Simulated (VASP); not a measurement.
# ScAl7N8 (P3m1) in VASP: a series of runs, part 2 of 2

VASP 6.6.1. The steps go on from the part before.

### 3 Relaxation of cell and atoms, PBE

This run uses another cell than the first one, of 10.74 Å³/atom.

Input file INCAR:

```
SYSTEM = ScAl7N8
PREC = Accurate ; ENCUT = 600
EDIFF = 1E-6 ; ISMEAR = 0
SIGMA = 0.01 ; LREAL = Auto
LASPH = .TRUE. ; NELM = 100
ALGO = Normal ; ISIF = 3
LWAVE = .FALSE. ; LCHARG = .FALSE.
GGA = PE ; IBRION = 2
NSW = 80 ; EDIFFG = -0.01
```

Input file KPOINTS:

```
Automatic mesh
0
G
  4 4 5
  0 0 0
```

Input file POSCAR:

```
ScAl7N8
1.0
    6.3000000000      0.0000000000      0.0000000000
   -3.1500000000      5.4559600438      0.0000000000
    0.0000000000      0.0000000000      5.0000000000
Al Sc N
7 1 8
Direct
    0.3333333333      0.1666666667      0.5000000000
    0.1666666667      0.8333333333      0.0000000000
    0.3333333333      0.6666666667      0.5000000000
    0.6666666667      0.3333333333      0.0000000000
    0.8333333333      0.1666666667      0.5000000000
    0.6666666667      0.8333333333      0.0000000000
    0.8333333333      0.6666666667      0.5000000000
    0.1666666667      0.3333333333      0.0000000000
    0.1666666667      0.3333333333      0.3820000000
    0.3333333333      0.1666666667      0.8820000000
    0.1666666667      0.8333333333      0.3820000000
    0.3333333333      0.6666666667      0.8820000000
    0.6666666667      0.3333333333      0.3820000000
    0.8333333333      0.1666666667      0.8820000000
    0.6666666667      0.8333333333      0.3820000000
    0.8333333333      0.6666666667      0.8820000000
```

Potentials or basis: VASP PAW PBE potentials, release 64 (Al, Sc_sv, N).

The run is started by

```console
> cat potpaw_PBE.64/Al/POTCAR potpaw_PBE.64/Sc_sv/POTCAR potpaw_PBE.64/N/POTCAR > POTCAR
> mpirun -np 1 vasp_std > vasp.out
```

OUTCAR:

```text
SYSTEM = ScAl7N8
   PREC = Accurate
   ENCUT = 600
   EDIFF = 1E-6
   ISMEAR = 0
   LREAL = Auto
   LASPH = .TRUE.
   NELM = 100
   ISIF = 3
   GGA = PE
   IBRION = 2
   NSW = 80
   EDIFFG = -0.01

 ion  position               nearest neighbor table
   1  0.333  0.167  0.500-  10 1.91   9 1.91  11 1.91  13 1.91   8 3.09   8 3.09   2 3.09   2 3.09
                             4 3.09   4 3.09   3 3.15   7 3.15   3 3.15   7 3.15   5 3.15   5 3.15
   2  0.167  0.833  0.000-  11 1.91  12 1.91  10 1.91  16 1.91   3 3.09   3 3.09   1 3.09   1 3.09
                             7 3.09   7 3.09   8 3.15   4 3.15   8 3.15   4 3.15   6 3.15   6 3.15
   3  0.333  0.667  0.500-  12 1.91  11 1.91   9 1.91  15 1.91   2 3.09   2 3.09   8 3.09   8 3.09
                             6 3.09   6 3.09   5 3.15   1 3.15   1 3.15   5 3.15   7 3.15   7 3.15
   4  0.667  0.333  0.000-  13 1.91  14 1.91  16 1.91  10 1.91   5 3.09   5 3.09   7 3.09   7 3.09
                             1 3.09   1 3.09   2 3.15   6 3.15   6 3.15   2 3.15   8 3.15   8 3.15
   5  0.833  0.167  0.500-  14 1.91  13 1.91  15 1.91   9 1.91   4 3.09   4 3.09   6 3.09   6 3.09
                             8 3.09   8 3.09   3 3.15   7 3.15   7 3.15   3 3.15   1 3.15   1 3.15
   6  0.667  0.833  0.000-  15 1.91  16 1.91  14 1.91  12 1.91   7 3.09   7 3.09   5 3.09   5 3.09
                             3 3.09   3 3.09   8 3.15   4 3.15   4 3.15   8 3.15   2 3.15   2 3.15
   7  0.833  0.667  0.500-  16 1.91  15 1.91  13 1.91  11 1.91   6 3.09   6 3.09   4 3.09   4 3.09
                             2 3.09   2 3.09   1 3.15   5 3.15   5 3.15   1 3.15   3 3.15   3 3.15
   8  0.167  0.333  0.000-   9 1.91  10 1.91  12 1.91  14 1.91   1 3.09   1 3.09   3 3.09   3 3.09
                             5 3.09   5 3.09   6 3.15   2 3.15   2 3.15   6 3.15   4 3.15   4 3.15
   9  0.167  0.333  0.382-   8 1.91   1 1.91   3 1.91   5 1.91
  10  0.333  0.167  0.882-   1 1.91   8 1.91   2 1.91   4 1.91
[... 219 lines left out ...]
  Total        8.1966361      8.1966361      9.7467667      0.0000000     -0.0000000      0.0000000
  in kB       76.4125161     76.4125161     90.8634906      0.0000000     -0.0000000      0.0000000
  external PRESSURE =      81.2295076 kB  Pullay stress =       0.0000000 kB
[... 131 lines left out ...]
  FREE ENERGIE OF THE ION-ELECTRON SYSTEM (eV)
  ---------------------------------------------------
  free  energy   TOTEN  =      -121.4540309810 eV

  energy  without entropy=     -121.4540309810  energy(sigma->0) =     -121.45403098

[... ionic steps 4 to 9 ...]

--------------------------------------- Ionic step       10  -------------------------------------------

 number of electron      72.0000004 magnetization

------------------------ aborting loop because EDIFF is reached ----------------------------------------
[... 95 lines left out ...]
--------------------------------------- Ionic step       12  -------------------------------------------

 number of electron      72.0000004 magnetization

 Free energy of the ion-electron system (eV)
  ---------------------------------------------------
  ext. energy  EPLUGINS =         0.00000000
  ---------------------------------------------------
  free energy    TOTEN  =      -121.53622883 eV

  energy without entropy =     -121.53622883  energy(sigma->0) =     -121.53622883

 E-fermi :   5.4532     XC(G=0): -10.7867

 val. band max:        5.3949748100   @ k =   0.0000   0.0000   0.0000
 cond. band min:       9.2850571215   @ k =   0.0000   0.0000   0.0000
 fundamental gap:      3.8900823115
 Fermi energy:         5.4532002449

 k-point     1 :       0.0000    0.0000    0.0000
  band No.  band energies     occupation
      1     -41.3886      2.00000
      2     -20.1894      2.00000
      3     -20.1894      2.00000
      4     -20.1576      2.00000
      5      -9.2539      2.00000
      6      -7.5296      2.00000
[... 704 lines left out ...]
  FREE ENERGIE OF THE ION-ELECTRON SYSTEM (eV)
  ---------------------------------------------------
  free  energy   TOTEN  =      -121.5362288312 eV

  energy  without entropy=     -121.5362288312  energy(sigma->0) =     -121.53622883

 reached required accuracy - stopping structural energy minimisation
```

OSZICAR:

```text
N       E                     dE             d eps       ncg     rms          rms(c)
DAV:   1     0.774261209834E+03    0.77426E+03   -0.35106E+04  1260   0.168E+03
DAV:   2    -0.123627792433E+02   -0.78662E+03   -0.76523E+03  1444   0.454E+02
DAV:   3    -0.135221305800E+03   -0.12286E+03   -0.11909E+03  1800   0.161E+02
[... 101 lines left out ...]
       N       E                     dE             d eps       ncg     rms          rms(c)
DAV:   1    -0.121536221553E+03   -0.15918E-04   -0.43185E-03  1535   0.534E-01    0.229E-02
DAV:   2    -0.121536232398E+03   -0.10845E-04   -0.25373E-04  1528   0.898E-02    0.131E-02
DAV:   3    -0.121536229204E+03    0.31933E-05   -0.16331E-05  1926   0.266E-02    0.522E-03
DAV:   4    -0.121536228831E+03    0.37317E-06   -0.24735E-06  1120   0.101E-02
  12 F= -.12153623E+03 E0= -.12153623E+03  d E =-.237240E-04
```

Wall time 45 min (1 thread of Intel Xeon 8259CL, shared host); peak memory 0.38 GiB.

Results:

| Item | Value |
| --- | --- |
| Free energy | -121.5362 eV |
| Relaxed volume | 11.08 Å³/atom |
| Relaxed cell | a = 6.368 Å, b = 6.368 Å, c = 5.048 Å, α = 90.00°, β = 90.00°, γ = 120.00° |
| Space group after relaxing (to 0.1 Å) | P3m1 (No. 156) |
| Energy gained by relaxing | 64.8 meV/atom |
| Ionic steps | 12 |
| Pressure after relaxing | 0.0 GPa |
| Largest force after relaxing | 0.005 eV/Å |
| Band gap on the k mesh | 3.89 eV |

Forces in eV/Å, atoms in the order of the input:
```
Al  -0.003  0.002  0.004
Al   0.000  0.000  0.001
Al   0.000 -0.003  0.004
Al   0.000  0.000  0.001
Al   0.003  0.002  0.004
Al   0.000  0.000  0.001
Al   0.000  0.000 -0.004
Sc   0.000  0.000  0.003
N    0.000  0.000 -0.001
N    0.000  0.000  0.000
N    0.001  0.001 -0.004
N    0.000  0.000  0.000
N    0.000 -0.001 -0.004
N    0.000  0.000  0.000
N   -0.001  0.001 -0.004
N    0.000  0.000 -0.002
```

Step by step:
```tsv
step	energy change (eV)	largest force (eV/Å)	pressure (GPa)	volume (Å³)
1	0.0000	3.7810	8.12	171.86
2	-0.6582	1.3654	-7.83	185.77
3	-0.9546	0.6356	-2.83	180.31
4	-1.0299	0.1539	1.03	176.39
5	-1.0310	0.1997	0.61	176.80
6	-1.0358	0.0602	-0.14	177.46
7	-1.0358	0.0660	-0.10	177.43
8	-1.0365	0.0297	-0.03	177.34
9	-1.0366	0.0331	0.00	177.30
10	-1.0368	0.0189	0.02	177.28
11	-1.0368	0.0168	0.02	177.28
12	-1.0368	0.0055	-0.02	177.32
```

Final structure:
```yaml
crystal:
  lattice:
    - [6.36837, 0.00000, 0.00000]
    - [-3.18419, 5.51517, 0.00000]
    - [0.00000, 0.00000, 5.04845]
  atoms:
    - { symbol: Al, position: [0.33654, 0.16346, 0.50144] }
    - { symbol: Al, position: [0.16807, 0.83403, 0.99876] }
    - { symbol: Al, position: [0.33654, 0.67309, 0.50144] }
    - { symbol: Al, position: [0.66597, 0.33193, 0.99876] }
    - { symbol: Al, position: [0.82691, 0.16346, 0.50144] }
    - { symbol: Al, position: [0.66597, 0.83403, 0.99876] }
    - { symbol: Al, position: [0.83333, 0.66667, 0.49802] }
    - { symbol: Sc, position: [0.16667, 0.33333, 0.99199] }
    - { symbol: N, position: [0.16667, 0.33333, 0.41543] }
    - { symbol: N, position: [0.34417, 0.15583, 0.87673] }
    - { symbol: N, position: [0.16532, 0.83266, 0.37951] }
    - { symbol: N, position: [0.34417, 0.68834, 0.87673] }
    - { symbol: N, position: [0.66734, 0.33468, 0.37951] }
    - { symbol: N, position: [0.81166, 0.15583, 0.87673] }
    - { symbol: N, position: [0.66734, 0.83266, 0.37951] }
    - { symbol: N, position: [0.83333, 0.66667, 0.88126] }
```

Levels at points of the mesh, in eV from the valence-band top:
```csv
k point,band 34,band 35,band 36,band 37,band 38,band 39
"(0.00, 0.00, 0.00)",-0.30,-0.30,0.00,3.89,4.54,4.54
"(0.50, 0.00, 0.00)",-0.29,-0.14,-0.13,4.50,4.78,5.15
```

Caveat: an odd mesh through Γ misses points on the zone boundary, where band edges can lie.

### 4 Relaxation of the atoms, PBE

This run uses another cell than the first one, of 11.15 Å³/atom.

Input file INCAR:

```
SYSTEM = ScAl7N8
PREC = Accurate
ENCUT = 520
EDIFF = 1E-6
ISMEAR = 0
SIGMA = 0.01
LREAL = Auto
LASPH = .TRUE.
NELM = 80
ALGO = Normal
ISIF = 2
LWAVE = .FALSE.
LCHARG = .FALSE.
GGA = PE
IBRION = 2
NSW = 80
EDIFFG = -0.004
```

KPOINTS is that of step 3.

Input file POSCAR:

```
ScAl7N8
1.0
    6.3706846568      0.0000000000      0.0000000000
   -3.1853423284      5.5171747523      0.0000000000
    0.0000000000      0.0000000000      5.0745140174
Al Sc N
7 1 8
Direct
    0.3364810355      0.1635189645      0.5014529738
    0.1680752110      0.8340376055     -0.0012457333
    0.3364810355      0.6729620710      0.5014529738
    0.6659623945      0.3319247890     -0.0012457333
    0.8270379290      0.1635189645      0.5014529738
    0.6659623945      0.8340376055     -0.0012457333
    0.8333333333      0.6666666667      0.4979836146
    0.1666666667      0.3333333333     -0.0079584274
    0.1666666667      0.3333333333      0.4147266961
    0.3439297908      0.1560702092      0.8769183141
    0.1653546555      0.8326773278      0.3795474317
    0.3439297908      0.6878595817      0.8769183141
    0.6673226722      0.3346453445      0.3795474317
    0.8121404183      0.1560702092      0.8769183141
    0.6673226722      0.8326773278      0.3795474317
    0.8333333333      0.6666666667      0.8812291576
```

The run is started by

```console
> cat potpaw_PBE.64/Al/POTCAR potpaw_PBE.64/Sc_sv/POTCAR potpaw_PBE.64/N/POTCAR > POTCAR
> mpirun -np 1 vasp_std > vasp.out
```

It took 9.9 min on 1 thread of Intel Xeon Platinum 8259CL at 2.50GHz (Skylake/Cascade Lake), shared host; peak memory 0.34 GiB.

Results (log left out):

* Free energy: -121.5282 eV
* Energy gained by relaxing: 0.1 meV/atom
* Ionic steps: 8
* Pressure after relaxing: -0.9 GPa
* Band gap on the k mesh: 3.87 eV

Forces on the atoms (eV/Å):
```
Al   0.000  0.000  0.000
Al   0.000  0.000  0.001
Al   0.000  0.000  0.000
Al   0.000  0.000  0.001
Al   0.000  0.000  0.000
Al   0.000  0.000  0.001
Al   0.000  0.000 -0.002
Sc   0.000  0.000  0.000
N    0.000  0.000  0.000
N    0.000  0.000  0.000
N    0.000  0.000  0.000
N    0.000  0.000  0.000
N    0.000  0.000  0.000
N    0.000  0.000  0.000
N    0.000  0.000  0.000
N    0.000  0.000 -0.002
```

Stress tensor (GPa, compression positive):
```
-0.66  0.00  0.00
 0.00 -0.66  0.00
 0.00  0.00 -1.53
```

The path:
```tsv
step	energy change (eV)	largest force (eV/Å)	pressure (GPa)
1	0.0000	0.1030	-0.95
2	-0.0015	0.0233	-0.95
3	-0.0015	0.0191	-0.95
4	-0.0016	0.0123	-0.95
5	-0.0016	0.0106	-0.95
6	-0.0016	0.0044	-0.95
7	-0.0016	0.0042	-0.95
8	-0.0016	0.0020	-0.95
```

Final structure:
```xyz
16
Lattice="6.3707 0.0000 0.0000 -3.1853 5.5172 0.0000 0.0000 0.0000 5.0745" Properties=species:S:1:pos:R:3 pbc="T T T"
Al    1.6228    0.9021    2.5475
Al   -1.5855    4.6018    5.0698
Al    0.0000    3.7129    2.5475
Al    3.1853    1.8308    5.0698
Al    4.7479    0.9021    2.5475
Al    1.5855    4.6018    5.0698
Al    3.1853    3.6781    2.5287
Sc    0.0000    1.8391    5.0403
N     0.0000    1.8391    2.1060
N     1.6953    0.8603    4.4462
N    -1.5987    4.5942    1.9230
N     0.0000    3.7966    4.4462
N     3.1853    1.8460    1.9230
N     4.6754    0.8603    4.4462
N     1.5987    4.5942    1.9230
N     3.1853    3.6781    4.4695
```

Levels at points of the mesh, in eV from the valence-band top:
| k point | band 32 | band 33 | band 34 | band 35 | band 36 | band 37 | band 38 | band 39 | band 40 | band 41 |
| --- | --- | --- | --- | --- | --- | --- | --- | --- | --- | --- |
| (0.00, 0.00, 0.00) | -0.36 | -0.36 | -0.26 | -0.26 | 0.00 | 3.87 | 4.56 | 4.56 | 4.84 | 4.99 |
| (0.50, 0.00, 0.00) | -0.70 | -0.45 | -0.27 | -0.12 | -0.11 | 4.52 | 4.80 | 5.16 | 5.41 | 5.43 |

Caveat: an odd mesh through Γ misses points on the zone boundary, where band edges can lie.

### 5 Relaxation of the atoms, PBE

This run uses another cell than the first one, of 10.98 Å³/atom.

Input file INCAR:

```
PREC     = Accurate       # precision mode
ENCUT    = 520            # plane-wave cutoff, eV
EDIFF    = 1E-6           # SCF threshold, eV
ISMEAR   = 0              # smearing method
SIGMA    = 0.01           # smearing width, eV
LREAL    = Auto         
LASPH    = T              # aspherical terms in the spheres
NELM     = 80             # most SCF steps
ALGO     = Normal         # electronic algorithm
ISIF     = 2              # what is computed and relaxed
LWAVE    = F              # write WAVECAR
LCHARG   = F              # write CHGCAR
GGA      = PE             # functional
IBRION   = 2              # ionic algorithm
NSW      = 80             # ionic steps
EDIFFG   = -0.004         # ionic threshold
```

Input file KPOINTS:

```
Automatic mesh
0
Gamma
  4 4 5
```

POSCAR: that of step 4 with these lines changed.

```diff
@@ -2,5 +2,5 @@
 1.0
-    6.3706846568      0.0000000000      0.0000000000
-   -3.1853423284      5.5171747523      0.0000000000
-    0.0000000000      0.0000000000      5.0745140174
+    6.3388312335      0.0000000000      0.0000000000
+   -3.1694156168      5.4895888785      0.0000000000
+    0.0000000000      0.0000000000      5.0492676790
 Al Sc N
```

The run is started by

```console
> cat potpaw_PBE.64/Al/POTCAR potpaw_PBE.64/Sc_sv/POTCAR potpaw_PBE.64/N/POTCAR > POTCAR
> mpirun -np 1 vasp_std > vasp.out
```

Run time: 15 min. Hardware: 1 thread of Intel Xeon Platinum 8259CL at 2.50GHz (Skylake/Cascade Lake), shared host; peak memory 0.34 GiB.

It converged, with:

* Free energy: -121.5195 eV
* Energy gained by relaxing: 0.1 meV/atom
* Ionic steps: 8
* Pressure after relaxing: 1.9 GPa
* Largest force after relaxing: 0.004 eV/Å
* Band gap on the k mesh: 3.99 eV

Forces on the atoms (eV/Å):
```
Al  -0.001  0.000  0.003
Al  -0.001 -0.001 -0.001
Al   0.000 -0.001  0.003
Al   0.000  0.001 -0.001
Al   0.001  0.000  0.003
Al   0.001 -0.001 -0.001
Al   0.000  0.000 -0.004
Sc   0.000  0.000  0.002
N    0.000  0.000  0.003
N   -0.001  0.000 -0.002
N    0.001  0.000  0.000
N    0.000 -0.001 -0.002
N    0.000 -0.001  0.000
N    0.001  0.000 -0.002
N   -0.001  0.000  0.000
N    0.000  0.000 -0.002
```

Stress tensor (GPa, compression positive):
```
2.24 0.00 0.00
0.00 2.24 0.00
0.00 0.00 1.07
```

The path:
| step | energy change (eV) | largest force (eV/Å) | pressure (GPa) |
| --- | --- | --- | --- |
| 1 | 0.0000 | 0.1190 | 1.87 |
| 2 | -0.0016 | 0.0309 | 1.84 |
| 3 | -0.0016 | 0.0159 | 1.85 |
| 4 | -0.0016 | 0.0152 | 1.85 |
| 5 | -0.0017 | 0.0094 | 1.85 |
| 6 | -0.0017 | 0.0100 | 1.85 |
| 7 | -0.0017 | 0.0050 | 1.85 |
| 8 | -0.0017 | 0.0040 | 1.85 |

Final structure:
```
CELL_PARAMETERS angstrom
6.33883 0.00000 0.00000
-3.16942 5.48959 0.00000
0.00000 0.00000 5.04927
ATOMIC_POSITIONS crystal
Al 0.33652 0.16348 0.50178
Al 0.16790 0.83395 0.99912
Al 0.33652 0.67304 0.50178
Al 0.66605 0.33210 0.99912
Al 0.82696 0.16348 0.50178
Al 0.66605 0.83395 0.99912
Al 0.83333 0.66667 0.49836
Sc 0.16667 0.33333 0.99319
N 0.16667 0.33333 0.41524
N 0.34417 0.15583 0.87619
N 0.16529 0.83265 0.37902
N 0.34417 0.68833 0.87619
N 0.66735 0.33471 0.37902
N 0.81167 0.15583 0.87619
N 0.66735 0.83265 0.37902
N 0.83333 0.66667 0.88087
```

Levels at points of the mesh, in eV from the valence-band top:
```
           k point  band 32  band 33  band 34  band 35  band 36  band 37  band 38  band 39  band 40  band 41
(0.00, 0.00, 0.00)    -0.35    -0.35    -0.27    -0.27     0.00     3.99     4.60     4.60     4.89     5.03
(0.50, 0.00, 0.00)    -0.70    -0.46    -0.27    -0.12    -0.10     4.56     4.84     5.22     5.48     5.49
```

Caveat: an odd mesh through Γ misses points on the zone boundary, where band edges can lie.

### 6 Relaxation of the atoms, PBE

Input file INCAR:

```
SYSTEM = ScAl7N8
PREC = Accurate
ENCUT = 520
EDIFF = 1E-6
ISMEAR = 0
SIGMA = 0.01
LREAL = Auto
LASPH = .TRUE.
NELM = 80
ALGO = Normal
ISIF = 2
LWAVE = .FALSE.
LCHARG = .FALSE.
GGA = PE
IBRION = 2
NSW = 80
EDIFFG = -0.004
```

Input file KPOINTS:

```
Automatic mesh
0
G
  4 4 5
  0 0 0
```

POSCAR: that of step 5 with these lines changed.

```diff
@@ -2,4 +2,4 @@
 1.0
-    6.3388312335      0.0000000000      0.0000000000
-   -3.1694156168      5.4895888785      0.0000000000
+    6.4025380801      0.0000000000      0.0000000000
+   -3.2012690400      5.5447606261      0.0000000000
     0.0000000000      0.0000000000      5.0492676790
```

Potentials or basis: VASP PAW PBE potentials, release 64 (Al, Sc_sv, N).

The run is started by

```console
> cat potpaw_PBE.64/Al/POTCAR potpaw_PBE.64/Sc_sv/POTCAR potpaw_PBE.64/N/POTCAR > POTCAR
> mpirun -np 1 vasp_std > vasp.out
```

It took 9.8 min on 1 thread of Oxide Virtual Turin-like, shared host; peak memory 0.31 GiB.

Results (log left out):

```
Free energy               : -121.5190 eV
Energy gained by relaxing : 0.1 meV/atom
Ionic steps               : 6
Pressure after relaxing   : -2.0 GPa
Band gap on the k mesh    : 3.77 eV
```

Stress tensor (GPa, compression positive):
```
-2.39  0.00  0.00
 0.00 -2.39  0.00
 0.00  0.00 -1.10
```

Step by step:
```csv
step,energy change (eV),largest force (eV/Å),pressure (GPa)
1,0.0000,0.0724,-1.94
2,-0.0010,0.0332,-1.96
3,-0.0010,0.0368,-1.96
4,-0.0011,0.0065,-1.96
5,-0.0011,0.0069,-1.96
6,-0.0011,0.0018,-1.96
```

Final structure:
```yaml
crystal:
  lattice:
    - [6.40254, 0.00000, 0.00000]
    - [-3.20127, 5.54476, 0.00000]
    - [0.00000, 0.00000, 5.04927]
  atoms:
    - { symbol: Al, position: [0.33654, 0.16346, 0.50117] }
    - { symbol: Al, position: [0.16827, 0.83413, 0.99838] }
    - { symbol: Al, position: [0.33654, 0.67307, 0.50117] }
    - { symbol: Al, position: [0.66587, 0.33173, 0.99838] }
    - { symbol: Al, position: [0.82693, 0.16346, 0.50117] }
    - { symbol: Al, position: [0.66587, 0.83413, 0.99838] }
    - { symbol: Al, position: [0.83333, 0.66667, 0.49763] }
    - { symbol: Sc, position: [0.16667, 0.33333, 0.99093] }
    - { symbol: N, position: [0.16667, 0.33333, 0.41560] }
    - { symbol: N, position: [0.34416, 0.15584, 0.87731] }
    - { symbol: N, position: [0.16538, 0.83269, 0.37989] }
    - { symbol: N, position: [0.34416, 0.68831, 0.87731] }
    - { symbol: N, position: [0.66731, 0.33462, 0.37989] }
    - { symbol: N, position: [0.81169, 0.15584, 0.87731] }
    - { symbol: N, position: [0.66731, 0.83269, 0.37989] }
    - { symbol: N, position: [0.83333, 0.66667, 0.88159] }
```

Levels at points of the mesh, in eV from the valence-band top:
```tsv
k point	band 33	band 34	band 35	band 36	band 37	band 38	band 39	band 40
(0.00, 0.00, 0.00)	-0.42	-0.34	-0.34	0.00	3.77	4.46	4.46	4.81
(0.50, 0.00, 0.00)	-0.52	-0.30	-0.17	-0.16	4.43	4.71	5.08	5.34
```

Caveat: an odd mesh through Γ misses points on the zone boundary, where band edges can lie.

### 7 Overview

```csv
task,cell,cutoff (eV),gap on the mesh (eV),pressure (GPa),largest force (eV/Å)
single point,"a = 6.403, b = 6.403, c = 5.049 Å, angles 90.0, 90.0, 120.0°, 16 atoms, atomic positions A",520,3.78,-1.9,0.07
relaxation of cell and atoms,"relaxed from a = 6.300, b = 6.300, c = 5.000 Å, angles 90.0, 90.0, 120.0°, 16 atoms, atomic positions B",600,3.89,0.0,0.01
relaxation of the atoms,"atoms relaxed from a = 6.371, b = 6.371, c = 5.075 Å, angles 90.0, 90.0, 120.0°, 16 atoms, atomic positions A",520,3.87,-0.9,-
relaxation of the atoms,"atoms relaxed from a = 6.339, b = 6.339, c = 5.049 Å, angles 90.0, 90.0, 120.0°, 16 atoms, atomic positions A",520,3.99,1.9,-
relaxation of the atoms,"atoms relaxed from a = 6.403, b = 6.403, c = 5.049 Å, angles 90.0, 90.0, 120.0°, 16 atoms, atomic positions A",520,3.77,-2.0,-
```

Alike in all rows: level PBE; potentials or basis VASP PAW PBE potentials, release 64 (Al, Sc_sv, N); no spin polarisation; k mesh 4 × 4 × 5; smearing gaussian 0.01 eV.

Caveats: an odd mesh through Γ misses points on the zone boundary, where band edges can lie.

Total energies depend on the potentials used, so only differences within one code and one set of settings carry meaning.
